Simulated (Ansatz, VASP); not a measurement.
# BaS: VASP beside Ansatz

```xyz
2
Lattice="0.0000 3.3454 3.3454 3.3454 0.0000 3.3454 3.3454 3.3454 0.0000" Properties=species:S:1:pos:R:3 pbc="T T T"
Ba    0.0000    0.0000    0.0000
S     3.3454    3.3454    3.3454
```

Change from the starting cell: hydrostatic strain +4.2%.

Alike in both runs: task single point; functional r2SCAN; k mesh 8 × 8 × 8; no spin polarisation.

|  | VASP | Ansatz |
| --- | --- | --- |
| version | VASP 6.6.1 | Ansatz 0.2.0 |
| potentials or method | VASP PAW PBE potentials, release 64 (Ba_sv, S) | plane waves, PAW |
| plane-wave cutoff (eV) | 520 | 500 |
| occupations | gaussian, width 0.01 eV | fixed |
| valence electrons in the cell | 16 | 16 |

|  | VASP | Ansatz | Ansatz less VASP |
| --- | --- | --- | --- |
| gap on the k mesh at the Fermi level (eV) | 2.64 | 2.71 | +0.064 |
| pressure (GPa) | -3.8 | -4.1 | -0.35 |

VASP's potentials were made for PBE, not for r2SCAN.

Neither program's run includes spin-orbit coupling.
